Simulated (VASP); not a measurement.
Here is a VASP 6.6.1 calculation.

INCAR

```
SYSTEM = Ir
  ALGO = Fast
  EDIFF = 1E-6
  ENCUT = 520
  GGA = PS
  ISIF = 2
  ISMEAR = 0
  LASPH = .True.
  LCHARG = .True.
  LELF = .True.
  LREAL = .False.
  LVHAR = .True.
  LWAVE = .False.
  NBANDS = 26
  NELM = 100
  PREC = Accurate
  SIGMA = 0.1
```

KPOINTS

```
k-points
0
Gamma
  12 12 10
  0 0 0
```

POSCAR

```
Ir
1.0
    4.2280072505      0.0000000000      0.0000000000
   -2.1140036252      3.6615616863      0.0000000000
    0.0000000000      0.0000000000      4.8104734176
Ir
4
Direct
    0.0000000000      0.0000000000      0.2500000000
    0.0000000000      0.0000000000      0.7500000000
    0.3333333333      0.6666666667      0.7500000000
    0.6666666667      0.3333333333      0.2500000000
```

Potentials or basis: VASP PAW PBE potentials, release 64 (Ir).

The run is started by

```sh
$ cat potpaw_PBE.64/Ir/POTCAR > POTCAR
$ mpirun -np 1 vasp_std > vasp.out
```

Question: What does it give for the pressure?

Answer: 0.2 GPa.

Question: Estimate the band gap on the k mesh.

Answer: Zero (band 18 reaches 6.82 eV, above the bottom of band 19 at 5.72 eV).

Stress tensor (GPa, compression positive):
```
0.10 0.00 0.00
0.00 0.10 0.00
0.00 0.00 0.34
```

Caveat: the PAW data sets were made with another functional, which shifts forces and pressure a little; spin-orbit coupling is left out, which moves the levels of the heavy elements.
